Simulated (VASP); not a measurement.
# P in VASP: notebook

Runs on P. Level: PBEsol. Tasks: single point.

Everything below comes from runs of VASP 6.6.1. Logs are shortened: lines on timing, memory, paths and dates and some standing lists are left out, and cuts for length are marked.

## (1) The cell of the first run

The typed cell holds 4 atoms: a = 3.169 Å, b = 4.453 Å, c = 3.169 Å, α = 90.00°, β = 90.00°, γ = 90.00°.

## (2) Single point, PBEsol

The input, INCAR:

```
SYSTEM = P
PREC     = Accurate       ! precision mode
ENCUT    = 520            ! plane-wave cutoff, eV
EDIFF    = 1E-7           ! SCF threshold, eV
ISMEAR   = 0              ! smearing method
SIGMA    = 0.1            ! smearing width, eV
LREAL    = .False.        ! projectors in reciprocal space
LASPH    = .True.         ! aspherical terms in the spheres
NELM     = 100            ! most SCF steps
ALGO     = Normal         ! electronic algorithm
ISIF     = 2              ! what is computed and relaxed
LWAVE    = .False.        ! write WAVECAR
LCHARG   = .False.        ! write CHGCAR
GGA      = PS             ! functional
NBANDS   = 18             ! bands
```

The input, KPOINTS:

```
regular mesh
0
Gamma
  14 10 14
  0 0 0
```

The input, POSCAR:

```
P
1.0
    3.1689886941      0.0000000000      0.0000000000
    0.0000000000      4.4532815249      0.0000000000
    0.0000000000      0.0000000000      3.1689396925
P
4
Direct
    0.0000000000      0.7500000000      0.5000353251
    0.0000000000      0.2500000000      0.4999646749
    0.5000000000      0.2500000000      0.0000353251
    0.5000000000      0.7500000000      0.9999646749
```

Potentials or basis: VASP PAW PBE potentials, release 64 (P).

Run with:

```
> cat potpaw_PBE.64/P/POTCAR > POTCAR
> mpirun -np 1 vasp_std > vasp.out
```

OUTCAR:

```text
SYSTEM = P
   PREC = Accurate
   ENCUT = 520
   EDIFF = 1E-7
   ISMEAR = 0
   LREAL = .False.
   LASPH = .True.
   NELM = 100
   ISIF = 2
   GGA = PS

 ion  position               nearest neighbor table
   1  0.000  0.750  0.500-   2 2.23   2 2.23   4 2.24   4 2.24   4 2.24   4 2.24
   2  0.000  0.250  0.500-   1 2.23   1 2.23   3 2.24   3 2.24   3 2.24   3 2.24
   3  0.500  0.250  0.000-   4 2.23   4 2.23   2 2.24   2 2.24   2 2.24   2 2.24
   4  0.500  0.750  1.000-   3 2.23   3 2.23   1 2.24   1 2.24   1 2.24   1 2.24

  LATTYP: Found a simple orthorhombic cell.
 ALAT       =     3.1689396925
 B/A-ratio  =     1.0000154631
 C/A-ratio  =     1.4052907146

  Lattice vectors:

 A1 = (   0.0000000000,   0.0000000000,   3.1689396925)
 A2 = (   3.1689886941,   0.0000000000,   0.0000000000)
 A3 = (   0.0000000000,   4.4532815249,   0.0000000000)

Analysis of symmetry for initial positions (statically):
=====================================================================
 Subroutine PRICEL returns following result:

  LATTYP: Found a body centered orthorhombic cell.
 ALAT       =     3.1689396925
 B/A-ratio  =     1.0000154631
 C/A-ratio  =     1.4052907146

  Lattice vectors:

 A1 = (   1.5844943470,   2.2266407625,  -1.5844698463)
 A2 = (  -1.5844943470,   2.2266407625,   1.5844698463)
 A3 = (   1.5844943470,  -2.2266407625,   1.5844698462)

   2 primitive cells build up your supercell.

 Routine SETGRP: Setting up the symmetry group for a
 simple orthorhombic supercell.

 Subroutine GETGRP returns: Found  8 space group operations
 (whereof  4 operations were pure point group operations)
 out of a pool of  8 trial point group operations.

The static configuration has the point symmetry C_2h.
 The point group associated with its full space group is D_2h.

Analysis of symmetry for dynamics (positions and initial velocities):
=====================================================================
 Subroutine PRICEL returns following result:

  LATTYP: Found a body centered orthorhombic cell.
 ALAT       =     3.1689396925
 B/A-ratio  =     1.0000154631
 C/A-ratio  =     1.4052907146

  Lattice vectors:

 A1 = (   1.5844943470,   2.2266407625,  -1.5844698463)
 A2 = (  -1.5844943470,   2.2266407625,   1.5844698463)
 A3 = (   1.5844943470,  -2.2266407625,   1.5844698462)

   2 primitive cells build up your supercell.

 Routine SETGRP: Setting up the symmetry group for a
 simple orthorhombic supercell.

 Subroutine GETGRP returns: Found  8 space group operations
 (whereof  4 operations were pure point group operations)
 out of a pool of  8 trial point group operations.

The dynamic configuration has the point symmetry C_2h.
 The point group associated with its full space group is D_2h.

 Subroutine INISYM returns: Found  8 space group operations
 (whereof  4 operations are pure point group operations),
 and found     2 'primitive' translations

----------------------------------------------------------------------------------------

                                     Primitive cell

  volume of cell :      22.3607

  direct lattice vectors                    reciprocal lattice vectors
     1.584494347  2.226640762 -1.584469846     0.315558084  0.224553511  0.000000000
    -1.584494347  2.226640762  1.584469846     0.000000000  0.224553511  0.315562963
     1.584494347 -2.226640762  1.584469846     0.315558084  0.000000000  0.315562963

  length of vectors
     3.158970737  3.158970737  3.158970737     0.387299862  0.387303838  0.446269972

  position of ions in fractional coordinates (direct lattice)
     0.750000000  0.250035325  0.500035325
     0.250000000  0.749964675  0.499964675

  ion indices of the primitive-cell ions
   primitive index   ion index
                 1           1
                 2           2

----------------------------------------------------------------------------------------

 KPOINTS: regular mesh

Automatic generation of k-mesh.
 Grid dimensions read from file:
 generate k-points for:   14   10   14

 Generating k-lattice:

  Cartesian coordinates                     Fractional coordinates (reciprocal lattice)
     0.022539863  0.000000000  0.000000000     0.071428571  0.000000000  0.000000000
     0.000000000  0.022455351  0.000000000     0.000000000  0.100000000  0.000000000
     0.000000000  0.000000000  0.022540212     0.000000000  0.000000000  0.071428571

  Length of vectors
     0.022539863  0.022455351  0.022540212

  Shift w.r.t. Gamma in fractional coordinates (k-lattice)
     0.000000000  0.000000000  0.000000000

 Subroutine IBZKPT returns following result:
 ===========================================

 Found    384 irreducible k-points:

 Following reciprocal coordinates:
            Coordinates               Weight
  0.000000  0.000000  0.000000      1.000000
  0.071429  0.000000  0.000000      2.000000
  0.142857  0.000000  0.000000      2.000000
  0.214286  0.000000  0.000000      2.000000
  0.285714  0.000000  0.000000      2.000000
  0.357143  0.000000  0.000000      2.000000
[... 16 lines left out ...]
  0.428571  0.200000  0.000000      4.000000
  0.500000  0.200000  0.000000      2.000000
 [... further k-points ...]
   k-points           NKPTS =    384   k-points in BZ     NKDIM =    384   number of bands    NBANDS=     18
   number of dos      NEDOS =    301   number of ions     NIONS =      4
   total plane-waves  NPLWV =  20736
   dimension x,y,z NGX =    24 NGY =   36 NGZ =   24
   dimension x,y,z NGXF=    48 NGYF=   72 NGZF=   48
   ions per type =               4
   NGX,Y,Z   is equivalent  to a cutoff of  12.59, 13.44, 12.59 a.u.
   NGXF,Y,Z  is equivalent  to a cutoff of  25.18, 26.88, 25.18 a.u.
 SYSTEM =  P
   PREC   = accura    normal or accurate (medium, high low for compatibility)
   ISTART =      0    job   : 0-new  1-cont  2-samecut
   ICHARG =      2    charge: 1-file 2-atom 10-const
   ISPIN  =      1    spin polarized calculation?
   LNONCOLLINEAR =      F non collinear calculations
   LSORBIT =      F    spin-orbit coupling
   LASPH  =      T    aspherical Exc in radial PAW
   ENCUT  =  520.0 eV  38.22 Ry    6.18 a.u.   5.89  8.28  5.89*2*pi/ulx,y,z
   NELM   =    100;   NELMIN=  2; NELMDL= -5     # of ELM steps
   EDIFF  = 0.1E-06   stopping-criterion for ELM
   LREAL  =      F    real-space projection
   EDIFFG = 0.1E-05   stopping-criterion for IOM
   NSW    =      0    number of steps for IOM
   IBRION =     -1    ionic relax: 0-MD 1-quasi-New 2-CG
   NFREE  =      0    steps in history (QN), initial steepest desc. (CG)
   ISIF   =      2    stress and relaxation
   ISYM   =      2    0-nonsym 1-usesym 2-fastsym
   POTIM  = 0.5000    time-step for ionic-motion
   TEBEG  =    0.0;   TEEND  =   0.0 temperature during run
   PSTRESS=    0.0 pullay stress
   NELECT =      20.0000    total number of electrons
   NUPDOWN=      -1.0000    fix difference up-down
   EMIN   =  10.00;   EMAX   =-10.00  energy-range for DOS
   EFERMI =   0.00;   METHOD = LEGACY
   ISMEAR =     0;   SIGMA  =   0.10  broadening in eV -4-tet -1-fermi 0-gaus
   EFERMI_NEDOS =   21; number of points for ismear=-14 and -15
   IALGO  =     38    algorithm
   IMIX   =      4    mixing-type and parameters
     AMIX     =   0.40;   BMIX     =  1.00
     AMIX_MAG =   1.60;   BMIX_MAG =  1.00
  volume/ion in A,a.u.               =      11.18        75.45
  Fermi-wavevector in a.u.,A,eV,Ry     =   1.251930  2.365804 21.324787  1.567328
  Thomas-Fermi vector in A             =   2.385854
   LORBIT       =      0    0 simple, 1 ext, 2 COOP (PROOUT), +10 PAW based schemes
   GGA     = PS    functional components
   LHFCALC =     F    Hartree Fock is set to
   AEXX    =    0.0000 exact exchange contribution
   IVDW    =     0    specifies the selected vdW correction
   LEPSILON=     F    determine dielectric tensor
   LRPA    =     F    only Hartree local field effects (RPA)
 non-spin polarized calculation
 Gauss-broadening in eV      SIGMA  =   0.10
  energy-cutoff  :      520.00
  volume of cell :       44.72
 maximum number of plane-waves:      1224
 NGX is ok and might be reduce to    24
   NGX = 11   NGY = 17   NGZ = 11

 number of electron      20.0000000 magnetization

 Free energy of the ion-electron system (eV)
  ---------------------------------------------------
  ext. energy  EPLUGINS =         0.00000000
  ---------------------------------------------------
  free energy    TOTEN  =       -21.54674675 eV

  energy without entropy =      -21.54038020  energy(sigma->0) =      -21.54356348

 E-fermi :  13.7208     XC(G=0): -12.5534

 val. band max:       13.7153530015   @ k =   0.1429   0.3000   0.1429
 cond. band min:      13.7358062414   @ k =   0.3571   0.0000   0.5000
 fundamental gap:      0.0204532398
 Fermi energy:        13.7208011996

 k-point     1 :       0.0000    0.0000    0.0000
  band No.  band energies     occupation
      1      -5.7473      2.00000
      2       0.1990      2.00000
      3       2.5397      2.00000
      4       6.5132      2.00000
      5       7.0621      2.00000
      6       7.0624      2.00000
[... 10 lines left out ...]
     17      20.2474      0.00000
     18      20.2476      0.00000

 k-point     2 :       0.0714    0.0000    0.0000
  band No.  band energies     occupation
      1      -5.6762      2.00000
      2       0.2697      2.00000
      3       2.6047      2.00000
      4       5.3870      2.00000
      5       7.1294      2.00000
      6       7.9662      2.00000
[... 10 lines left out ...]
     17      20.6505      0.00000
     18      21.2923      0.00000

 k-point     3 :       0.1429    0.0000    0.0000
  band No.  band energies     occupation
      1      -5.4630      2.00000
      2       0.4815      2.00000
      3       2.7997      2.00000
      4       3.9474      2.00000
      5       7.3302      2.00000
      6       8.8166      2.00000
[... 10 lines left out ...]
     17      20.5832      0.00000
     18      20.8245      0.00000

 k-point     4 :       0.2143    0.0000    0.0000
  band No.  band energies     occupation
      1      -5.1084      2.00000
      2       0.8337      2.00000
      3       2.5150      2.00000
      4       3.1234      2.00000
      5       7.6651      2.00000
      6       8.3138      2.00000
[... 10 lines left out ...]
     17      20.9222      0.00000
     18      21.1132      0.00000

 k-point     5 :       0.2857    0.0000    0.0000
  band No.  band energies     occupation
      1      -4.6134      2.00000
      2       1.1500      2.00000
      3       1.3249      2.00000
      4       3.5736      2.00000
      5       6.9982      2.00000
      6       8.1340      2.00000
[... 10 lines left out ...]
     17      21.5148      0.00000
     18      22.1080      0.00000

 k-point     6 :       0.3571    0.0000    0.0000
  band No.  band energies     occupation
      1      -3.9797      2.00000
      2      -0.1182      2.00000
      3       1.9530      2.00000
      4       4.1467      2.00000
      5       5.7603      2.00000
      6       7.5004      2.00000
[... 307 lines left out ...]
 k-point    21 :       0.2857    0.2000    0.0000
  band No.  band energies     occupation
      1      -4.3319      2.00000
      2      -0.2586      2.00000
      3       1.4234      2.00000
      4       5.3688      2.00000
      5       5.6487      2.00000
      6       8.3802      2.00000
[... 10 lines left out ...]
     17      20.4430      0.00000
     18      20.6418      0.00000

 k-point    22 :       0.3571    0.2000    0.0000
  band No.  band energies     occupation
      1      -3.6989      2.00000
      2       0.1573      2.00000
      3       0.3646      2.00000
      4       4.1412      2.00000
      5       6.2145      2.00000
      6       8.9827      2.00000
[... 10 lines left out ...]
     17      20.5122      0.00000
     18      21.1964      0.00000

 k-point    23 :       0.4286    0.2000    0.0000
  band No.  band energies     occupation
      1      -2.9297      2.00000
      2      -0.9962      2.00000
      3       1.1210      2.00000
      4       3.0162      2.00000
      5       6.8920      2.00000
      6       8.5200      2.00000
[... 10 lines left out ...]
     17      21.2967      0.00000
     18      21.9865      0.00000

 k-point    24 :       0.5000    0.2000    0.0000
  band No.  band energies     occupation
      1      -2.0273      2.00000
      2      -2.0273      2.00000
      3       2.0067      2.00000
      4       2.0067      2.00000
      5       7.6679      2.00000
      6       7.6679      2.00000
[... 10 lines left out ...]
     17      22.2186      0.00000
     18      22.2186      0.00000

 [... further k-points ...]
[... 5 lines left out ...]
  --------------------------------------------------------------------------------------
  -------------------------------------------------------------------------------------
  Total       13.9870878     13.9896277     13.9871172      0.0000000      0.0000000      0.0000000
  in kB      501.0984603    501.1894543    501.0995150      0.0000000      0.0000000      0.0000000
  external PRESSURE =     501.1291432 kB  Pullay stress =       0.0000000 kB

 VOLUME and BASIS-vectors are now :
 -----------------------------------------------------------------------------
  energy-cutoff  :      520.00
  volume of cell :       44.72
      direct lattice vectors                 reciprocal lattice vectors
     3.168988694  0.000000000  0.000000000     0.315558084  0.000000000  0.000000000
     0.000000000  4.453281525  0.000000000     0.000000000  0.224553511  0.000000000
     0.000000000  0.000000000  3.168939692     0.000000000  0.000000000  0.315562963

 POSITION                                       TOTAL-FORCE (eV/Angst)
 -----------------------------------------------------------------------------------
      0.00000      3.33996      1.58458         0.000000      0.000000     -0.000761
      0.00000      1.11332      1.58436         0.000000     -0.000000      0.000761
      1.58449      1.11332      0.00011         0.000000     -0.000000     -0.000761
      1.58449      3.33996      3.16883         0.000000      0.000000      0.000761
 -----------------------------------------------------------------------------------
    total drift:                               -0.000000     -0.000000     -0.000000

  FREE ENERGIE OF THE ION-ELECTRON SYSTEM (eV)
  ---------------------------------------------------
  free  energy   TOTEN  =       -21.5467467519 eV

  energy  without entropy=      -21.5403801997  energy(sigma->0) =      -21.54356348
```

Wall time 4.5 min (1 thread of Oxide Virtual Turin-like, shared host); peak memory 0.28 GiB.

What came out:

```yaml
Free_energy: -21.5467 eV
Pressure: 50.1 GPa
Band_gap_on_the_k_mesh: zero (band 10 reaches 15.41 eV, above the bottom of band 11 at 11.88 eV)
```

Levels at points of the mesh, in eV from the Fermi level:
```tsv
k point	band 6	band 7	band 8	band 9	band 10	band 11	band 12	band 13	band 14	band 15
(0.00, 0.00, 0.00)	-6.66	-2.48	-2.34	-2.34	-0.90	2.03	3.65	3.65	3.76	6.41
(0.50, 0.00, 0.00)	-8.08	-3.37	-3.37	-1.26	-1.26	0.79	0.79	5.76	5.76	6.88
(0.00, 0.50, 0.00)	-5.15	-5.15	-5.15	-3.84	-3.84	0.75	0.75	7.75	7.75	7.75
(0.50, 0.50, 0.00)	-1.89	-1.89	-1.89	-1.85	-1.85	-1.85	-1.85	2.50	2.50	2.50
(0.00, 0.00, 0.50)	-8.08	-3.37	-3.37	-1.26	-1.26	0.79	0.79	5.76	5.76	6.88
(0.50, 0.00, 0.50)	-7.03	-6.67	-6.67	-6.54	-6.54	-0.89	-0.89	9.68	9.68	10.62
(0.00, 0.50, 0.50)	-1.89	-1.89	-1.89	-1.85	-1.85	-1.85	-1.85	2.50	2.50	2.50
(0.50, 0.50, 0.50)	-9.59	-9.59	-9.59	1.04	1.04	1.04	1.04	5.66	5.66	5.66
```

Caveat: the PAW data sets were made with another functional, which shifts forces and pressure a little.

## (3) Single point, PBEsol

This run uses another cell than the first one, of 12.29 Å³/atom, 1.100 times its volume.

The input, INCAR:

```
ALGO = Normal
EDIFF = 1E-6
ENCUT = 520
GGA = PS
ISIF = 2
ISMEAR = 0
LASPH = True
LCHARG = True
LELF = True
LREAL = False
LVHAR = True
LWAVE = False
NBANDS = 18
NELM = 60
PREC = Accurate
SIGMA = 0.1
```

The input, KPOINTS:

```
k-points
0
Gamma
  14 10 14
```

The input, POSCAR:

```
P
1.0
    3.2725207560      0.0000000000      0.0000000000
    0.0000000000      4.5921517812      0.0000000000
    0.0000000000      0.0000000000      3.2724347451
P
4
Direct
    0.0000000000      0.7500000000      0.5000521607
    0.0000000000      0.2500000000      0.4999478393
    0.5000000000      0.2500000000      0.0000521607
    0.5000000000      0.7500000000      0.9999478393
```

Potentials or basis: VASP PAW PBE potentials, release 64 (P).

Run with:

```
> cat potpaw_PBE.64/P/POTCAR > POTCAR
> mpirun -np 1 vasp_std > vasp.out
```

Run time: 5.7 min. Hardware: 1 thread of Oxide Virtual Turin-like, shared host; peak memory 0.29 GiB.

The run converged. Its results:

- Free energy: -22.5699 eV
- Pressure: 25.1 GPa
- Band gap on the k mesh: zero (band 10 reaches 13.81 eV, above the bottom of band 11 at 10.51 eV)

Levels at points of the mesh, in eV from the Fermi level:
| k point | band 7 | band 8 | band 9 | band 10 | band 11 | band 12 | band 13 | band 14 |
| --- | --- | --- | --- | --- | --- | --- | --- | --- |
| (0.00, 0.00, 0.00) | -2.51 | -2.34 | -2.34 | -0.30 | 0.49 | 3.93 | 3.93 | 4.06 |
| (0.50, 0.00, 0.00) | -3.13 | -3.13 | -1.31 | -1.31 | 0.63 | 0.63 | 4.78 | 4.78 |
| (0.00, 0.50, 0.00) | -4.84 | -4.84 | -3.58 | -3.58 | 1.25 | 1.25 | 6.36 | 6.36 |
| (0.50, 0.50, 0.00) | -1.76 | -1.76 | -1.72 | -1.72 | -1.72 | -1.72 | 2.02 | 2.02 |
| (0.00, 0.00, 0.50) | -3.13 | -3.13 | -1.31 | -1.31 | 0.63 | 0.63 | 4.78 | 4.78 |
| (0.50, 0.00, 0.50) | -6.26 | -6.26 | -6.10 | -6.10 | -0.28 | -0.28 | 9.39 | 9.39 |
| (0.00, 0.50, 0.50) | -1.76 | -1.76 | -1.72 | -1.72 | -1.72 | -1.72 | 2.02 | 2.02 |
| (0.50, 0.50, 0.50) | -8.85 | -8.85 | 0.77 | 0.77 | 0.77 | 0.77 | 5.75 | 5.75 |

Caveat: the PAW data sets were made with another functional, which shifts forces and pressure a little.
